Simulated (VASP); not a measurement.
# TiAl (lda) (P4/mmm) in VASP: a series of runs

Runs on TiAl (lda). Level: LDA. Tasks: single point, relaxation of cell and atoms.

Program: VASP 6.6.1. These are calculated values, not measurements. Logs are shortened: lines on timing, memory, paths and dates and some standing lists are left out, and cuts for length are marked.

### Step 1. The cell of the first run

It takes space group P4/mmm (No. 123, tetragonal). The conventional cell has a = 2.765 Å, b = 2.765 Å, c = 4.003 Å, α = 90.00°, β = 90.00°, γ = 90.00°. Ti (site symmetry 4/mmm) has 4 Ti at 2.76 Å and 8 Al at 2.80 Å within 3.6 Å. Within 3.6 Å of Al (site symmetry 4/mmm) lie 4 Al at 2.76 Å and 8 Ti at 2.80 Å.

### Step 2. Single point, LDA

INCAR reads:

```
SYSTEM = TiAl
PREC = Accurate
ENCUT = 520
EDIFF = 1E-6
ISMEAR = 0
SIGMA = 0.1
LREAL = .False.
LASPH = .True.
NELM = 100
ALGO = Normal
ISIF = 2
LWAVE = .False.
LCHARG = .True.
GGA = CA
LELF = .True.
LVHAR = .True.
NBANDS = 14
```

KPOINTS reads:

```
Automatic mesh
0
Gamma
  14 14 10
  0 0 0
```

POSCAR reads:

```
TiAl
1.0
    2.7648839996      0.0000000000      0.0000000000
    0.0000000000      2.7648839996      0.0000000000
    0.0000000000      0.0000000000      4.0029596297
Ti Al
1 1
Direct
    0.5000000000      0.5000000000      0.5000000000
    0.0000000000      0.0000000000      0.0000000000
```

Potentials or basis: VASP PAW LDA potentials, release 64 (Ti_sv, Al).

Started as:

```console
$ cat potpaw_LDA.64/Ti_sv/POTCAR potpaw_LDA.64/Al/POTCAR > POTCAR
$ mpirun -np 1 vasp_std > vasp.out
```

OUTCAR:

```text
SYSTEM = TiAl
   PREC = Accurate
   ENCUT = 520
   EDIFF = 1E-6
   ISMEAR = 0
   LREAL = .False.
   LASPH = .True.
   NELM = 100
   ISIF = 2
   GGA = CA

 ion  position               nearest neighbor table
   1  0.500  0.500  0.500-   2 2.80   2 2.80   2 2.80   2 2.80   2 2.80   2 2.80   2 2.80   2 2.80

   2  0.000  0.000  0.000-   1 2.80   1 2.80   1 2.80   1 2.80   1 2.80   1 2.80   1 2.80   1 2.80

  LATTYP: Found a simple tetragonal cell.
 ALAT       =     2.7648839996
 C/A-ratio  =     1.4477857408

  Lattice vectors:

 A1 = (   2.7648839996,   0.0000000000,   0.0000000000)
 A2 = (   0.0000000000,   2.7648839996,   0.0000000000)
 A3 = (   0.0000000000,   0.0000000000,   4.0029596297)

Analysis of symmetry for initial positions (statically):
=====================================================================
 Subroutine PRICEL returns:
 Original cell was already a primitive cell.

 Routine SETGRP: Setting up the symmetry group for a
 simple tetragonal supercell.

 Subroutine GETGRP returns: Found 16 space group operations
 (whereof 16 operations were pure point group operations)
 out of a pool of 16 trial point group operations.

The static configuration has the point symmetry D_4h.

Analysis of symmetry for dynamics (positions and initial velocities):
=====================================================================
 Subroutine PRICEL returns:
 Original cell was already a primitive cell.

 Routine SETGRP: Setting up the symmetry group for a
 simple tetragonal supercell.

 Subroutine GETGRP returns: Found 16 space group operations
 (whereof 16 operations were pure point group operations)
 out of a pool of 16 trial point group operations.

The dynamic configuration has the point symmetry D_4h.

 Subroutine INISYM returns: Found 16 space group operations
 (whereof 16 operations are pure point group operations),
 and found     1 'primitive' translations

----------------------------------------------------------------------------------------

                                     Primitive cell

  volume of cell :      30.6010

  direct lattice vectors                    reciprocal lattice vectors
     2.764884000  0.000000000  0.000000000     0.361678826  0.000000000  0.000000000
     0.000000000  2.764884000  0.000000000     0.000000000  0.361678826  0.000000000
     0.000000000  0.000000000  4.002959630     0.000000000  0.000000000  0.249815160

  length of vectors
     2.764884000  2.764884000  4.002959630     0.361678826  0.361678826  0.249815160

  position of ions in fractional coordinates (direct lattice)
     0.500000000  0.500000000  0.500000000
     0.000000000  0.000000000  0.000000000

[... 85 lines left out ...]
   TEBEG  =    0.0;   TEEND  =   0.0 temperature during run
   PSTRESS=    0.0 pullay stress
   NELECT =      15.0000    total number of electrons
   NUPDOWN=      -1.0000    fix difference up-down
   EMIN   =  10.00;   EMAX   =-10.00  energy-range for DOS
   EFERMI =   0.00;   METHOD = LEGACY
   ISMEAR =     0;   SIGMA  =   0.10  broadening in eV -4-tet -1-fermi 0-gaus
   EFERMI_NEDOS =   21; number of points for ismear=-14 and -15
   IALGO  =     38    algorithm
   IMIX   =      4    mixing-type and parameters
     AMIX     =   0.40;   BMIX     =  1.00
     AMIX_MAG =   1.60;   BMIX_MAG =  1.00
  volume/ion in A,a.u.               =      15.30       103.25
  Fermi-wavevector in a.u.,A,eV,Ry     =   1.290804  2.439265 22.669680  1.666174
  Thomas-Fermi vector in A             =   2.422613
   LORBIT       =      0    0 simple, 1 ext, 2 COOP (PROOUT), +10 PAW based schemes
   GGA     = CA    functional components
   LHFCALC =     F    Hartree Fock is set to
   AEXX    =    0.0000 exact exchange contribution
   IVDW    =     0    specifies the selected vdW correction
   LEPSILON=     F    determine dielectric tensor
   LRPA    =     F    only Hartree local field effects (RPA)
 non-spin polarized calculation
 Gauss-broadening in eV      SIGMA  =   0.10
  energy-cutoff  :      520.00
  volume of cell :       30.60
 maximum number of plane-waves:       850
 NGX is ok and might be reduce to    24
   NGX = 11   NGY = 11   NGZ = 15

 number of electron      14.9999999 magnetization

 Free energy of the ion-electron system (eV)
  ---------------------------------------------------
  ext. energy  EPLUGINS =         0.00000000
  ---------------------------------------------------
  free energy    TOTEN  =       -13.58941833 eV

  energy without entropy =      -13.58106954  energy(sigma->0) =      -13.58524393

 E-fermi :   8.7023     XC(G=0): -11.5201

 val. band max:        8.6953242694   @ k =   0.3571   0.2143   0.0000
 cond. band min:       8.7108189472   @ k =   0.4286   0.1429   0.3000
 fundamental gap:      0.0154946778
 Fermi energy:         8.7022528381

 k-point     1 :       0.0000    0.0000    0.0000
  band No.  band energies     occupation
      1     -47.1101      2.00000
      2     -23.8966      2.00000
      3     -23.3969      2.00000
      4     -23.3969      2.00000
      5      -0.5419      2.00000
      6       6.7124      2.00000
      7       7.7773      2.00000
      8       8.4281      1.99989
      9      10.9855      0.00000
     10      10.9855      0.00000
     11      12.1836      0.00000
     12      15.2527      0.00000
     13      17.5088      0.00000
     14      17.5088      0.00000
[... 377 lines left out ...]
      1     -47.0172      2.00000
      2     -23.8530      2.00000
      3     -23.8089      2.00000
      4     -23.5788      2.00000
      5       2.7561      2.00000
      6       6.9297      2.00000
      7       7.5304      2.00000
      8       8.6953      1.07806
      9       9.6834      0.00000
     10      10.0870      0.00000
     11      12.5580      0.00000
     12      14.9274      0.00000
     13      15.5922      0.00000
     14      16.0708      0.00000

 [... further k-points ...]
[... 5 lines left out ...]
  --------------------------------------------------------------------------------------
  -------------------------------------------------------------------------------------
  Total        0.0305619      0.0305619      0.0408143      0.0000000      0.0000000      0.0000000
  in kB        1.6001323      1.6001323      2.1369201      0.0000000      0.0000000      0.0000000
  external PRESSURE =       1.7790615 kB  Pullay stress =       0.0000000 kB

 VOLUME and BASIS-vectors are now :
 -----------------------------------------------------------------------------
  energy-cutoff  :      520.00
  volume of cell :       30.60
      direct lattice vectors                 reciprocal lattice vectors
     2.764884000  0.000000000  0.000000000     0.361678826  0.000000000  0.000000000
     0.000000000  2.764884000  0.000000000     0.000000000  0.361678826  0.000000000
     0.000000000  0.000000000  4.002959630     0.000000000  0.000000000  0.249815160

 POSITION                                       TOTAL-FORCE (eV/Angst)
 -----------------------------------------------------------------------------------
      1.38244      1.38244      2.00148         0.000000      0.000000      0.000000
      0.00000      0.00000      0.00000         0.000000      0.000000      0.000000
 -----------------------------------------------------------------------------------
    total drift:                                0.000000      0.000000     -0.000000

  FREE ENERGIE OF THE ION-ELECTRON SYSTEM (eV)
  ---------------------------------------------------
  free  energy   TOTEN  =       -13.5894183250 eV

  energy  without entropy=      -13.5810695409  energy(sigma->0) =      -13.58524393
```

OSZICAR:

```text
N       E                     dE             d eps       ncg     rms          rms(c)
DAV:   1     0.112088112310E+03    0.11209E+03   -0.72210E+03  6064   0.109E+03
DAV:   2    -0.519355694857E+01   -0.11728E+03   -0.11255E+03  6330   0.311E+02
DAV:   3    -0.145116112266E+02   -0.93181E+01   -0.90694E+01 10462   0.759E+01
DAV:   4    -0.150879570897E+02   -0.57635E+00   -0.57469E+00  7088   0.148E+01
DAV:   5    -0.151063718550E+02   -0.18415E-01   -0.18403E-01  8502   0.258E+00    0.100E+01
DAV:   6    -0.137722953659E+02    0.13341E+01   -0.53124E+00  7050   0.296E+01    0.342E+00
DAV:   7    -0.136110459865E+02    0.16125E+00   -0.56602E-01  6662   0.944E+00    0.213E+00
DAV:   8    -0.135933913115E+02    0.17655E-01   -0.11253E-01  7574   0.365E+00    0.675E-01
DAV:   9    -0.135907194512E+02    0.26719E-02   -0.32844E-02  6738   0.266E+00    0.392E-01
DAV:  10    -0.135894791421E+02    0.12403E-02   -0.28221E-03  7252   0.676E-01    0.931E-02
DAV:  11    -0.135894289261E+02    0.50216E-04   -0.89406E-04  7850   0.330E-01    0.558E-02
DAV:  12    -0.135894197611E+02    0.91650E-05   -0.52182E-05  6824   0.900E-02    0.207E-02
DAV:  13    -0.135894185872E+02    0.11739E-05   -0.30151E-06  7004   0.179E-02    0.585E-03
DAV:  14    -0.135894183250E+02    0.26216E-06   -0.61580E-07  3506   0.108E-02
   1 F= -.13589418E+02 E0= -.13585244E+02  d E =-.834878E-02
```

Run time: 45 s. Hardware: 1 thread of Intel Xeon Platinum 8488C (Sapphire Rapids), shared host; peak memory 0.21 GiB.

What came out:

```yaml
Free_energy: -13.5894 eV
Pressure: 0.2 GPa
```

### Step 3. Relaxation of cell and atoms, LDA

This run uses another cell than the first one, of 16.06 Å³/atom, 1.050 times its volume.

INCAR reads:

```
SYSTEM = TiAl
PREC = Accurate ; ENCUT = 600
EDIFF = 1E-6 ; ISMEAR = 0
SIGMA = 0.1 ; LREAL = .False.
LASPH = .True. ; NELM = 80
ALGO = Normal ; ISIF = 3
LWAVE = .False. ; LCHARG = .False.
GGA = CA ; IBRION = 2
NSW = 100 ; EDIFFG = -0.002
```

KPOINTS reads:

```
regular mesh
0
Gamma
  14 14 10
  0 0 0
```

POSCAR reads:

```
TiAl
1.0
    2.8107518100      0.0000000000      0.0000000000
    0.0000000000      2.8107518100      0.0000000000
    0.0000000000      0.0000000000      4.0664219200
Ti Al
1 1
Direct
    0.5000000000      0.5000000000      0.5000000000
    0.0000000000      0.0000000000      0.0000000000
```

Potentials or basis: VASP PAW LDA potentials, release 64 (Ti_sv, Al).

Started as:

```console
$ cat potpaw_LDA.64/Ti_sv/POTCAR potpaw_LDA.64/Al/POTCAR > POTCAR
$ mpirun -np 1 vasp_std > vasp.out
```

OUTCAR:

```text
SYSTEM = TiAl
   PREC = Accurate
   ENCUT = 600
   EDIFF = 1E-6
   ISMEAR = 0
   LREAL = .False.
   LASPH = .True.
   NELM = 80
   ISIF = 3
   GGA = CA
   IBRION = 2
   NSW = 100
   EDIFFG = -0.002

 ion  position               nearest neighbor table
   1  0.500  0.500  0.500-   2 2.84   2 2.84   2 2.84   2 2.84   2 2.84   2 2.84   2 2.84   2 2.84

   2  0.000  0.000  0.000-   1 2.84   1 2.84   1 2.84   1 2.84   1 2.84   1 2.84   1 2.84   1 2.84

  LATTYP: Found a simple tetragonal cell.
 ALAT       =     2.8107518100
 C/A-ratio  =     1.4467381665

  Lattice vectors:

 A1 = (   2.8107518100,   0.0000000000,   0.0000000000)
 A2 = (   0.0000000000,   2.8107518100,   0.0000000000)
 A3 = (   0.0000000000,   0.0000000000,   4.0664219200)

Analysis of symmetry for initial positions (statically):
[... 367 lines left out ...]
 E-fermi :   8.6890     XC(G=0): -11.5145

 val. band max:        8.6834172587   @ k =   0.3571   0.2143   0.0000
 cond. band min:       8.6974195627   @ k =   0.4286   0.1429   0.3000
 fundamental gap:      0.0140023039
 Fermi energy:         8.6889696146

 k-point     1 :       0.0000    0.0000    0.0000
  band No.  band energies     occupation
      1     -47.1256      2.00000
      2     -23.9123      2.00000
      3     -23.4130      2.00000
      4     -23.4130      2.00000
      5      -0.5504      2.00000
      6       6.6999      2.00000
      7       7.7658      2.00000
      8       8.4050      1.99994
      9      10.9706      0.00000
     10      10.9706      0.00000
     11      12.1676      0.00000
[... 309 lines left out ...]
 k-point    24 :       0.3571    0.2143    0.0000
  band No.  band energies     occupation
      1     -47.0329      2.00000
      2     -23.8682      2.00000
      3     -23.8247      2.00000
      4     -23.5946      2.00000
      5       2.7464      2.00000
      6       6.9202      2.00000
      7       7.5159      2.00000
      8       8.6834      1.06259
      9       9.6691      0.00000
     10      10.0735      0.00000
     11      12.5393      0.00000

 [... further k-points ...]
[... 5 lines left out ...]
  --------------------------------------------------------------------------------------
  -------------------------------------------------------------------------------------
  Total        0.0001237      0.0001237     -0.0007534      0.0000000      0.0000000      0.0000000
  in kB        0.0064703      0.0064703     -0.0393973      0.0000000      0.0000000      0.0000000
  external PRESSURE =      -0.0088189 kB  Pullay stress =       0.0000000 kB
[... 17 lines left out ...]
  FREE ENERGIE OF THE ION-ELECTRON SYSTEM (eV)
  ---------------------------------------------------
  free  energy   TOTEN  =       -13.5896791316 eV

  energy  without entropy=      -13.5813271718  energy(sigma->0) =      -13.58550315

 reached required accuracy - stopping structural energy minimisation
```

It took 3.6 min on 1 thread of Intel Xeon Platinum 8488C (Sapphire Rapids), shared host; peak memory 0.23 GiB.

Results:

```yaml
Free_energy: -13.5897 eV
Relaxed_volume: 15.32 Å³/atom
Relaxed_cell: a = 2.765 Å, b = 2.765 Å, c = 4.007 Å, α = 90.00°, β = 90.00°, γ = 90.00°
Space_group_after_relaxing_to_0.05_Å: P4/mmm (No. 123)
Energy_gained_by_relaxing: 13.3 meV/atom
Ionic_steps: 13
Pressure_after_relaxing: 0.0 GPa
```

The path:
```
step  energy change (eV)  largest force (eV/Å)  pressure (GPa)  volume (Å³)
   1              0.0000                0.0000           -5.51        32.13
   2             -0.0125                0.0000            4.56        29.62
   3             -0.0266                0.0000           -0.02        30.64
   4             -0.0266                0.0000            0.09        30.61
   5             -0.0266                0.0000           -0.02        30.65
   6             -0.0266                0.0000           -0.06        30.65
   7             -0.0266                0.0000           -0.03        30.64
   8             -0.0266                0.0000            0.00        30.63
   9             -0.0266                0.0000            0.03        30.63
  10             -0.0266                0.0000            0.03        30.64
  11             -0.0266                0.0000            0.01        30.64
  12             -0.0266                0.0000            0.03        30.64
  13             -0.0266                0.0000            0.00        30.64
```

Final structure:
```cif
data_structure
_symmetry_space_group_name_H-M 'P 1'
_symmetry_Int_Tables_number 1
_cell_length_a 2.7653
_cell_length_b 2.7653
_cell_length_c 4.0066
_cell_angle_alpha 90.000
_cell_angle_beta 90.000
_cell_angle_gamma 90.000
_cell_volume 30.64
loop_
_atom_site_label
_atom_site_type_symbol
_atom_site_fract_x
_atom_site_fract_y
_atom_site_fract_z
_atom_site_occupancy
Ti1 Ti 0.50000 0.50000 0.50000 1
Al1 Al 0.00000 0.00000 0.00000 1
```
